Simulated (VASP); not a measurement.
# Se (P6/mmm) in VASP: notebook

Runs on Se. Level: r2SCAN. Tasks: single point, relaxation of cell and atoms.

Everything below comes from runs of VASP 6.6.1. Logs are shortened: lines on timing, memory, paths and dates and some standing lists are left out, and cuts for length are marked.

### Step 1. The cell of the first run

The structure is hexagonal, space group P6/mmm (No. 191). Conventional cell: a = 3.393 Å, b = 3.393 Å, c = 2.422 Å, α = 90.00°, β = 90.00°, γ = 120.00°. Se (site symmetry 6/mmm) has 2 Se at 2.42 Å within 3.2 Å.

### Step 2. Single point, r2SCAN

POSCAR

```
Se
1.0
    3.3928090716      0.0000000000      0.0000000000
   -1.6964045358      2.9382588462      0.0000000000
    0.0000000000      0.0000000000      2.4221404811
Se
1
Direct
    0.0000000000      0.0000000000      0.0000000000
```

INCAR.step1

```
SYSTEM = Se
ALGO     = Normal         ! electronic algorithm
EDIFF    = 1E-4           ! SCF threshold, eV
ENCUT    = 520            ! plane-wave cutoff, eV
GGA      = PE             ! functional
ISMEAR   = 0              ! smearing method
LASPH    = .TRUE.         ! aspherical terms in the spheres
LCHARG   = .FALSE.        ! write CHGCAR
LREAL    = .FALSE.        ! projectors in reciprocal space
LWAVE    = .TRUE.         ! write WAVECAR
NBANDS   = 9              ! bands
NELM     = 60             ! most SCF steps
PREC     = Accurate       ! precision mode
SIGMA    = 0.1            ! smearing width, eV
```

INCAR.step2

```
SYSTEM = Se
ALGO     = Normal         ! electronic algorithm
EDIFF    = 1E-6           ! SCF threshold, eV
ENCUT    = 520            ! plane-wave cutoff, eV
ISIF     = 2              ! what is computed and relaxed
ISMEAR   = 0              ! smearing method
ISTART   = 1            
LASPH    = .TRUE.         ! aspherical terms in the spheres
LCHARG   = .TRUE.         ! write CHGCAR
LELF     = .TRUE.         ! ELF
LMIXTAU  = .TRUE.       
LREAL    = .FALSE.        ! projectors in reciprocal space
LVHAR    = .TRUE.       
LWAVE    = .FALSE.        ! write WAVECAR
METAGGA  = R2SCAN         ! meta-GGA
NBANDS   = 9              ! bands
NELM     = 60             ! most SCF steps
PREC     = Accurate       ! precision mode
SIGMA    = 0.1            ! smearing width, eV
```

KPOINTS

```
k-points
0
G
  6 6 6
  0 0 0
```

Potentials or basis: VASP PAW PBE potentials, release 64 (Se).

On the command line:

```
cat potpaw_PBE.64/Se/POTCAR > POTCAR
cp INCAR.step1 INCAR
mpirun -np 1 vasp_std > vasp.out
cp INCAR.step2 INCAR
mpirun -np 1 vasp_std > vasp.out
```

OUTCAR:

```text
SYSTEM = Se
   EDIFF = 1E-6
   ENCUT = 520
   ISIF = 2
   ISMEAR = 0
   ISTART = 1
   LASPH = .TRUE.
   LREAL = .FALSE.
   METAGGA = R2SCAN
   NELM = 60
   PREC = Accurate

 ion  position               nearest neighbor table
   1  0.000  0.000  0.000-

  LATTYP: Found a hexagonal cell.
 ALAT       =     3.3928090716
 C/A-ratio  =     0.7139041514

  Lattice vectors:

 A1 = (   3.3928090716,   0.0000000000,   0.0000000000)
 A2 = (  -1.6964045358,   2.9382588462,   0.0000000000)
 A3 = (   0.0000000000,   0.0000000000,   2.4221404811)

Analysis of symmetry for initial positions (statically):
=====================================================================
 Subroutine PRICEL returns:
 Original cell was already a primitive cell.

 Routine SETGRP: Setting up the symmetry group for a
 hexagonal supercell.

 Subroutine GETGRP returns: Found 24 space group operations
 (whereof 24 operations were pure point group operations)
 out of a pool of 24 trial point group operations.

The static configuration has the point symmetry D_6h.

Analysis of symmetry for dynamics (positions and initial velocities):
=====================================================================
 Subroutine PRICEL returns:
 Original cell was already a primitive cell.

 Routine SETGRP: Setting up the symmetry group for a
 hexagonal supercell.

 Subroutine GETGRP returns: Found 24 space group operations
 (whereof 24 operations were pure point group operations)
 out of a pool of 24 trial point group operations.

The dynamic configuration has the point symmetry D_6h.

 Subroutine INISYM returns: Found 24 space group operations
 (whereof 24 operations are pure point group operations),
 and found     1 'primitive' translations

----------------------------------------------------------------------------------------

                                     Primitive cell

  volume of cell :      24.1462

  direct lattice vectors                    reciprocal lattice vectors
     3.392809072  0.000000000  0.000000000     0.294741018  0.170168806  0.000000000
    -1.696404536  2.938258846  0.000000000     0.000000000  0.340337612  0.000000000
     0.000000000  0.000000000  2.422140481     0.000000000  0.000000000  0.412857969

  length of vectors
     3.392809072  3.392809072  2.422140481     0.340337612  0.340337612  0.412857969

  position of ions in fractional coordinates (direct lattice)
     0.000000000  0.000000000  0.000000000

  ion indices of the primitive-cell ions
   primitive index   ion index
                 1           1

----------------------------------------------------------------------------------------

 KPOINTS: k-points

Automatic generation of k-mesh.
 Grid dimensions read from file:
 generate k-points for:    6    6    6

 Generating k-lattice:

  Cartesian coordinates                     Fractional coordinates (reciprocal lattice)
     0.049123503  0.028361468  0.000000000     0.166666667  0.000000000  0.000000000
     0.000000000  0.056722935  0.000000000     0.000000000  0.166666667  0.000000000
     0.000000000  0.000000000  0.068809662     0.000000000  0.000000000  0.166666667

  Length of vectors
     0.056722935  0.056722935  0.068809662

  Shift w.r.t. Gamma in fractional coordinates (k-lattice)
     0.000000000  0.000000000  0.000000000

 Subroutine IBZKPT returns following result:
 ===========================================

 Found     28 irreducible k-points:

 Following reciprocal coordinates:
            Coordinates               Weight
  0.000000  0.000000  0.000000      1.000000
  0.166667  0.000000  0.000000      6.000000
  0.333333  0.000000  0.000000      6.000000
  0.500000  0.000000  0.000000      3.000000
  0.166667  0.166667  0.000000      6.000000
  0.333333  0.166667  0.000000     12.000000
[... 16 lines left out ...]
  0.166667  0.000000  0.500000      6.000000
  0.333333  0.000000  0.500000      6.000000
 [... further k-points ...]
   k-points           NKPTS =     28   k-points in BZ     NKDIM =     28   number of bands    NBANDS=      9
   number of dos      NEDOS =    301   number of ions     NIONS =      1
   total plane-waves  NPLWV =  14112
   dimension x,y,z NGX =    28 NGY =   28 NGZ =   18
   dimension x,y,z NGXF=    56 NGYF=   56 NGZF=   36
   ions per type =               1
   NGX,Y,Z   is equivalent  to a cutoff of  13.72, 13.72, 12.35 a.u.
   NGXF,Y,Z  is equivalent  to a cutoff of  27.44, 27.44, 24.71 a.u.
 SYSTEM =  Se
   PREC   = accura    normal or accurate (medium, high low for compatibility)
   ISTART =      1    job   : 0-new  1-cont  2-samecut
   ICHARG =      0    charge: 1-file 2-atom 10-const
   ISPIN  =      1    spin polarized calculation?
   LNONCOLLINEAR =      F non collinear calculations
   LSORBIT =      F    spin-orbit coupling
   LASPH  =      T    aspherical Exc in radial PAW
   ENCUT  =  520.0 eV  38.22 Ry    6.18 a.u.   6.31  6.31  4.50*2*pi/ulx,y,z
   NELM   =     60;   NELMIN=  2; NELMDL=  0     # of ELM steps
   EDIFF  = 0.1E-05   stopping-criterion for ELM
   LREAL  =      F    real-space projection
   EDIFFG = 0.1E-04   stopping-criterion for IOM
   NSW    =      0    number of steps for IOM
   IBRION =     -1    ionic relax: 0-MD 1-quasi-New 2-CG
   NFREE  =      0    steps in history (QN), initial steepest desc. (CG)
   ISIF   =      2    stress and relaxation
   ISYM   =      2    0-nonsym 1-usesym 2-fastsym
   POTIM  = 0.5000    time-step for ionic-motion
   TEBEG  =    0.0;   TEEND  =   0.0 temperature during run
   PSTRESS=    0.0 pullay stress
   NELECT =       6.0000    total number of electrons
   NUPDOWN=      -1.0000    fix difference up-down
   EMIN   =  10.00;   EMAX   =-10.00  energy-range for DOS
   EFERMI =   0.00;   METHOD = LEGACY
   ISMEAR =     0;   SIGMA  =   0.10  broadening in eV -4-tet -1-fermi 0-gaus
   EFERMI_NEDOS =   21; number of points for ismear=-14 and -15
   IALGO  =     38    algorithm
   IMIX   =      4    mixing-type and parameters
     AMIX     =   0.40;   BMIX     =  1.00
     AMIX_MAG =   1.60;   BMIX_MAG =  1.00
  volume/ion in A,a.u.               =      24.15       162.95
  Fermi-wavevector in a.u.,A,eV,Ry     =   1.029222  1.944947 14.412618  1.059298
  Thomas-Fermi vector in A             =   2.163258
   LORBIT       =      0    0 simple, 1 ext, 2 COOP (PROOUT), +10 PAW based schemes
   METAGGA = R2SCAN    functional components
   LHFCALC =     F    Hartree Fock is set to
   AEXX    =    0.0000 exact exchange contribution
   IVDW    =     0    specifies the selected vdW correction
   LEPSILON=     F    determine dielectric tensor
   LRPA    =     F    only Hartree local field effects (RPA)
 non-spin polarized calculation
 Gauss-broadening in eV      SIGMA  =   0.10
  energy-cutoff  :      520.00
  volume of cell :       24.15
 maximum number of plane-waves:       663
 NGX is ok and might be reduce to    28
   NGX = 13   NGY = 13   NGZ =  9

 number of electron       6.0000000 magnetization

 Free energy of the ion-electron system (eV)
  ---------------------------------------------------
  ext. energy  EPLUGINS =         0.00000000
  ---------------------------------------------------
  free energy    TOTEN  =       -13.97195480 eV

  energy without entropy =      -13.97066977  energy(sigma->0) =      -13.97131229

 E-fermi :   3.1729     XC(G=0): -10.0428

 val. band max:        2.8971628783   @ k =   0.1667   0.0000   0.1667
 cond. band min:       3.2643528453   @ k =   0.0000   0.0000   0.1667
 fundamental gap:      0.3671899669
 Fermi energy:         3.1728579326

 k-point     1 :       0.0000    0.0000    0.0000
  band No.  band energies     occupation
      1     -13.0513      2.00000
      2       2.6414      2.00000
      3       2.6414      2.00000
      4       9.3139      0.00000
      5      10.8092      0.00000
      6      13.6239      0.00000
      7      13.6240      0.00000
      8      17.6011      0.00000
      9      17.8991      0.00000

 k-point     2 :       0.1667    0.0000    0.0000
  band No.  band energies     occupation
      1     -12.8016      2.00000
      2       0.9163      2.00000
      3       2.2696      2.00000
      4      10.6126      0.00000
      5      10.9699      0.00000
      6      12.7997      0.00000
      7      14.9255      0.00000
      8      18.2134      0.00000
      9      20.8825      0.00000

 k-point     3 :       0.3333    0.0000    0.0000
  band No.  band energies     occupation
      1     -12.2232      2.00000
      2      -1.5079      2.00000
      3       1.6436      2.00000
      4       9.5768      0.00000
      5      11.3173      0.00000
      6      16.1968      0.00000
      7      18.2932      0.00000
      8      19.0492      0.00000
      9      25.7114      0.00000

 k-point     4 :       0.5000    0.0000    0.0000
  band No.  band energies     occupation
      1     -11.8777      2.00000
      2      -2.5480      2.00000
      3       1.3724      2.00000
      4       9.0302      0.00000
      5      11.5065      0.00000
      6      18.5292      0.00000
      7      20.0868      0.00000
      8      22.0787      0.00000
      9      24.4619      0.00000
[... 205 lines left out ...]
 k-point    22 :       0.0000    0.0000    0.5000
  band No.  band energies     occupation
      1      -8.1030      2.00000
      2      -4.2599      2.00000
      3       6.0605      0.00000
      4       6.0605      0.00000
      5      15.3472      0.00000
      6      15.3551      0.00000
      7      15.3551      0.00000
      8      16.2474      0.00000
      9      18.2082      0.00000

 k-point    23 :       0.1667    0.0000    0.5000
  band No.  band energies     occupation
      1      -7.8387      2.00000
      2      -4.0505      2.00000
      3       4.7130      0.00000
      4       5.7436      0.00000
      5      11.8284      0.00000
      6      14.7551      0.00000
      7      16.4372      0.00000
      8      18.2276      0.00000
      9      18.4416      0.00000

 k-point    24 :       0.3333    0.0000    0.5000
  band No.  band energies     occupation
      1      -7.2164      2.00000
      2      -3.5824      2.00000
      3       2.5184      2.00000
      4       5.1938      0.00000
      5       9.1969      0.00000
      6      13.8802      0.00000
      7      14.9399      0.00000
      8      17.3652      0.00000
      9      22.4152      0.00000

 [... further k-points ...]
[... 5 lines left out ...]
  --------------------------------------------------------------------------------------
  -------------------------------------------------------------------------------------
  Total        0.0034263      0.0034263     -0.0183547      0.0000000      0.0000000      0.0000000
  in kB        0.2273457      0.2273457     -1.2178933      0.0000000      0.0000000      0.0000000
  external PRESSURE =      -0.2544006 kB  Pullay stress =       0.0000000 kB

 VOLUME and BASIS-vectors are now :
 -----------------------------------------------------------------------------
  energy-cutoff  :      520.00
  volume of cell :       24.15
      direct lattice vectors                 reciprocal lattice vectors
     3.392809072  0.000000000  0.000000000     0.294741018  0.170168806  0.000000000
    -1.696404536  2.938258846  0.000000000     0.000000000  0.340337612  0.000000000
     0.000000000  0.000000000  2.422140481     0.000000000  0.000000000  0.412857969

 POSITION                                       TOTAL-FORCE (eV/Angst)
 -----------------------------------------------------------------------------------
      0.00000      0.00000      0.00000        -0.000000      0.000000      0.000000
 -----------------------------------------------------------------------------------
    total drift:                                0.000000      0.000000     -0.000000

  FREE ENERGIE OF THE ION-ELECTRON SYSTEM (eV)
  ---------------------------------------------------
  free  energy   TOTEN  =       -13.9719548026 eV

  energy  without entropy=      -13.9706697708  energy(sigma->0) =      -13.97131229
```

It took 19 s on 1 thread of AMD EPYC 7R43 (Zen 3), shared host; peak memory 0.11 GiB.

What came out:

```yaml
Free_energy: -13.9720 eV
Pressure: 0.0 GPa
Band_gap_on_the_k_mesh: zero (band 3 reaches 6.06 eV, above the bottom of band 4 at 1.07 eV)
```

Caveat: the k points lie up to 0.43 Å⁻¹ apart; the PAW data sets were made with another functional, which shifts forces and pressure a little.

### Step 3. Relaxation of cell and atoms, r2SCAN

This run uses another cell than the first one, of 26.81 Å³/atom, 1.110 times its volume.

POSCAR

```
Se
1.0
    3.2117637651      0.0000000000      0.0000000000
   -1.6058818825      2.7814690115      0.0000000000
    0.0000000000      0.0000000000      3.0009917680
Se
1
Direct
    0.0000000000      0.0000000000      0.0000000000
```

INCAR.step1

```
SYSTEM = Se
ALGO = Normal ; EDIFF = 1E-4
ENCUT = 600 ; GGA = PE
ISMEAR = 0 ; LASPH = .True.
LCHARG = .False. ; LREAL = .False.
LWAVE = .True. ; NELM = 80
PREC = Accurate ; SIGMA = 0.1
```

INCAR.step2

```
SYSTEM = Se
ALGO = Normal ; EDIFF = 1E-6
EDIFFG = -0.04 ; ENCUT = 600
IBRION = 2 ; ISIF = 3
ISMEAR = 0 ; ISTART = 1
LASPH = .True. ; LCHARG = .False.
LMIXTAU = .True. ; LREAL = .False.
LWAVE = .False. ; METAGGA = R2SCAN
NELM = 80 ; NSW = 90
PREC = Accurate ; SIGMA = 0.1
```

KPOINTS

```
k-points
0
Gamma
  6 6 6
  0 0 0
```

Potentials or basis: VASP PAW PBE potentials, release 64 (Se).

On the command line:

```
cat potpaw_PBE.64/Se/POTCAR > POTCAR
cp INCAR.step1 INCAR
mpirun -np 1 vasp_std > vasp.out
cp INCAR.step2 INCAR
mpirun -np 1 vasp_std > vasp.out
```

Run time: 7.7 min. Hardware: 1 thread of AMD EPYC 7R43 (Zen 3), shared host; peak memory 0.13 GiB.

Results (log left out):

```
Free energy                            : -13.9728 eV
Relaxed volume                         : 24.10 Å³/atom
Relaxed cell                           : a = 3.391 Å, b = 3.391 Å, c = 2.420 Å, α = 90.00°, β = 90.00°, γ = 120.00°
Space group after relaxing (to 0.05 Å) : P6/mmm (No. 191)
Energy gained by relaxing              : 467.4 meV/atom
Ionic steps                            : 22
Pressure after relaxing                : 0.1 GPa
Band gap on the k mesh                 : zero (band 3 reaches 6.09 eV, above the bottom of band 4 at 1.09 eV)
```

Stress tensor (GPa, compression positive):
```
0.07 0.00 0.00
0.00 0.07 0.00
0.00 0.00 0.23
```

Step by step:
```
step  energy change (eV)  largest force (eV/Å)  pressure (GPa)  volume (Å³)
   1              0.0000                0.0000          -10.08        26.81
   2             -0.2209                0.0000            2.10        20.78
   3             -0.2236                0.0000            0.30        21.24
   4             -0.2236                0.0000           -0.07        21.34
   5             -0.2420                0.0000           -0.09        21.33
   6             -0.2720                0.0000            0.57        21.29
   7             -0.3805                0.0000            3.64        21.14
   8             -0.1174                0.0000           24.10        20.58
   9             -0.4072                0.0000            5.93        21.06
  10             -0.4097                0.0000            7.36        21.01
  11             -0.4105                0.0000            7.46        21.03
  12             -0.4115                0.0000            7.86        21.08
  13             -0.4132                0.0000            7.69        21.12
  14             -0.4182                0.0000            7.22        21.23
  15             -0.4273                0.0000            6.31        21.47
  16             -0.4419                0.0000            4.58        21.93
  17             -0.4589                0.0000            1.62        22.89
  18             -0.4558                0.0000           -2.78        24.88
  19             -0.4628                0.0000           -0.56        23.77
  20             -0.4643                0.0000           -0.44        23.84
  21             -0.4673                0.0000            0.00        24.05
  22             -0.4674                0.0000            0.13        24.10
```

Final structure:
```xyz
1
Lattice="3.3913 0.0000 0.0000 -1.6956 2.9369 0.0000 0.0000 0.0000 2.4201" Properties=species:S:1:pos:R:3 pbc="T T T"
Se    0.0000    0.0000    0.0000
```

Levels at points of the mesh, in eV from the Fermi level:
| k point | band 1 | band 2 | band 3 | band 4 | band 5 | band 6 | band 7 |
| --- | --- | --- | --- | --- | --- | --- | --- |
| (0.00, 0.00, 0.00) | -16.24 | -0.54 | -0.54 | 6.14 | 7.66 | 10.45 | 10.45 |
| (0.50, 0.00, 0.00) | -15.06 | -5.74 | -1.81 | 5.85 | 8.36 | 15.37 | 16.93 |
| (0.00, 0.00, 0.50) | -11.27 | -7.45 | 2.90 | 2.90 | 12.18 | 12.18 | 13.09 |
| (0.50, 0.00, 0.50) | -10.00 | -6.50 | -1.66 | 1.78 | 5.00 | 10.36 | 11.22 |

Caveat: the k points lie up to 0.43 Å⁻¹ apart in the final cell; the PAW data sets were made with another functional, which shifts forces and pressure a little.

### Step 4. Single point, r2SCAN

POSCAR

```
Se
1.0
    3.3730674928      0.0000000000      0.0000000000
   -1.6865337464      2.9211621374      0.0000000000
    0.0000000000      0.0000000000      2.4477693665
Se
1
Direct
    0.0000000000      0.0000000000      0.0000000000
```

INCAR.step1

```
  PREC = Accurate
  ENCUT = 520
  ISMEAR = 0
  SIGMA = 0.1
  LREAL = F
  LASPH = T
  NELM = 80
  NBANDS = 9
  GGA = PE
  ALGO = Normal
  EDIFF = 1E-4
  LWAVE = T
  LCHARG = F
```

INCAR.step2

```
  PREC = Accurate
  ENCUT = 520
  EDIFF = 1E-6
  ISMEAR = 0
  SIGMA = 0.1
  LREAL = F
  LASPH = T
  NELM = 80
  ALGO = Normal
  ISIF = 2
  LWAVE = F
  LCHARG = T
  METAGGA = R2SCAN
  LMIXTAU = T
  LELF = T
  LVHAR = T
  NBANDS = 9
  ISTART = 1
```

KPOINTS

```
regular mesh
0
Gamma
  18 18 22
```

On the command line:

```
cat potpaw_PBE.64/Se/POTCAR > POTCAR
cp INCAR.step1 INCAR
mpirun -np 1 vasp_std > vasp.out
cp INCAR.step2 INCAR
mpirun -np 1 vasp_std > vasp.out
```

It took 5.7 min on 1 thread of AMD EPYC 7R43 (Zen 3), shared host; peak memory 0.18 GiB.

It converged, with:

```yaml
Free_energy: -13.8117 eV
Pressure: -0.1 GPa
Band_gap_on_the_k_mesh: zero (band 3 reaches 6.07 eV, above the bottom of band 4 at 1.02 eV)
```

Levels at points of the mesh, in eV from the Fermi level:
| k point | band 1 | band 2 | band 3 | band 4 | band 5 | band 6 | band 7 | band 8 |
| --- | --- | --- | --- | --- | --- | --- | --- | --- |
| (0.00, 0.00, 0.00) | -16.06 | -0.27 | -0.27 | 6.41 | 7.29 | 10.67 | 10.67 | 14.41 |
| (0.50, 0.00, 0.00) | -14.83 | -5.62 | -1.58 | 6.02 | 8.03 | 15.27 | 17.19 | 19.27 |
| (0.00, 0.00, 0.50) | -11.35 | -7.25 | 2.97 | 2.97 | 12.34 | 12.44 | 12.44 | 13.12 |
| (0.50, 0.00, 0.50) | -10.03 | -6.25 | -1.73 | 1.82 | 5.05 | 10.55 | 11.20 | 13.73 |

Caveat: the PAW data sets were made with another functional, which shifts forces and pressure a little.

### Step 5. Overview

| task | cell | k mesh | cutoff (eV) | gap on the mesh (eV) | pressure (GPa) |
| --- | --- | --- | --- | --- | --- |
| single point | a = 3.393, b = 3.393, c = 2.422 Å, angles 90.0, 90.0, 120.0°, 1 atom | 6 × 6 × 6 | 520 | none | 0.0 |
| relaxation of cell and atoms | relaxed from a = 3.212, b = 3.212, c = 3.001 Å, angles 90.0, 90.0, 120.0°, 1 atom | 6 × 6 × 6 | 600 | none | 0.1 |
| single point | a = 3.373, b = 3.373, c = 2.448 Å, angles 90.0, 90.0, 120.0°, 1 atom | 18 × 18 × 22 | 520 | none | -0.1 |

Alike in all rows: level r2SCAN; potentials or basis VASP PAW PBE potentials, release 64 (Se); no spin polarisation; smearing gaussian 0.1 eV.

Caveats: some runs use coarse meshes; the PAW data sets were made with another functional, which shifts forces and pressure a little.

Total energies depend on the potentials used, so only differences within one code and one set of settings carry meaning.
